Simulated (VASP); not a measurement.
## Zr: single point with PBE

The system is Zr, in a box.

```
Zr
1.0
     9.00000    0.00000    0.00000
     0.00000    9.10000    0.00000
     0.00000    0.00000    9.20000
Zr
1
Direct
  0.50000 0.50000 0.50000
```

```
Program                : VASP 6.6.1
Task                   : single point
Functional             : PBE
Potentials or basis    : VASP PAW PBE potentials, release 64 (Zr_sv)
Cutoff                 : 400 eV
k mesh                 : 1 × 1 × 1
Occupations            : fermi-dirac, width 0.1 eV
Spin                   : collinear spin, ferromagnetic start
Starting moments       : [2.5] μB
Dipole correction      : no
Further INCAR settings : ALGO = Normal; EDIFF = 1e-06; NBANDS = 16
```

The gap between the frontier levels is 0.12 eV. The net moment is 3.51 μB per cell, the site moments are Zr +1.93 μB and the valence electrons inside the program's atomic spheres are Zr 9.84.

Levels at points of the mesh, in eV from the valence-band top:
Spin up:
```
           k point  band 6  band 7  band 8  band 9  band 10  band 11  band 12  band 13  band 14  band 15
(0.00, 0.00, 0.00)   -0.02   -0.02   -0.02    0.00     0.00     1.80     1.81     1.82     2.59     3.68
```
Spin down:
| k point | band 2 | band 3 | band 4 | band 5 | band 6 | band 7 |
| --- | --- | --- | --- | --- | --- | --- |
| (0.00, 0.00, 0.00) | -26.70 | -26.70 | -26.70 | 0.12 | 1.68 | 1.69 |

Run time: 2.5 min on 1 thread of Intel(R) Xeon(R) Platinum 8259CL CPU @ 2.50GHz (Skylake/Cascade Lake) (shared host), peak memory 0.61 GiB.
